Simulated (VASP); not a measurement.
## Ge2Bi2O: single point with PBE

Ge2Bi2O:

```
Ge Bi O
1.0
     4.37439    0.00000    0.00000
    -2.18719    3.78833    0.00000
     0.00000    0.00000    9.22029
Ge Bi O
2 2 1
Direct
  0.00000 0.00000 0.19371
  0.00000 0.00000 0.80629
  0.66667 0.33333 0.67292
  0.33333 0.66667 0.32708
  0.00000 0.00000 0.00000
```

* Program: VASP 6.6.1
* Task: single point
* Functional: PBE
* Potentials or basis: VASP PAW PBE potentials, release 64 (Ge_d, Bi_d, O)
* Cutoff: 520 eV
* k mesh: 12 × 12 × 4
* Occupations: gaussian, width 0.1 eV
* Spin: no spin polarisation
* Dipole correction: no
* Further INCAR settings: ALGO = Normal; EDIFF = 1e-06; NBANDS = 40

```
Pressure               : -0.1 GPa
Largest force          : 0.027 eV/Å
Band gap on the k mesh : zero (bands 32 and 33 overlap by 0.15 eV)
```

Forces on the atoms (eV/Å):
```
Ge   0.000  0.000 -0.027
Ge   0.000  0.000  0.027
Bi   0.000  0.000 -0.009
Bi   0.000  0.000  0.009
O    0.000  0.000  0.000
```

Stress tensor (GPa, compression positive):
```
-0.06  0.00  0.00
 0.00 -0.06  0.00
 0.00  0.00 -0.14
```

Levels at points of the mesh, in eV from the Fermi level:
| k point | band 29 | band 30 | band 31 | band 32 | band 33 | band 34 | band 35 | band 36 |
| --- | --- | --- | --- | --- | --- | --- | --- | --- |
| (0.00, 0.00, 0.00) | -0.53 | -0.51 | -0.51 | 0.08 | 0.08 | 1.42 | 2.65 | 2.65 |
| (0.50, 0.00, 0.00) | -2.18 | -1.60 | -1.28 | -0.96 | 0.65 | 1.25 | 1.92 | 4.14 |
| (0.00, 0.00, 0.50) | -0.41 | -0.41 | -0.36 | -0.07 | -0.07 | 0.97 | 3.09 | 3.09 |
| (0.50, 0.00, 0.50) | -1.92 | -1.73 | -1.15 | -0.91 | -0.07 | 1.96 | 2.50 | 2.56 |

Run time: 13 min on 1 thread of Intel Xeon 8259CL, with other jobs on the host, peak memory 0.53 GiB.

Caveat: spin-orbit coupling is left out, which moves the levels of the heavy elements.
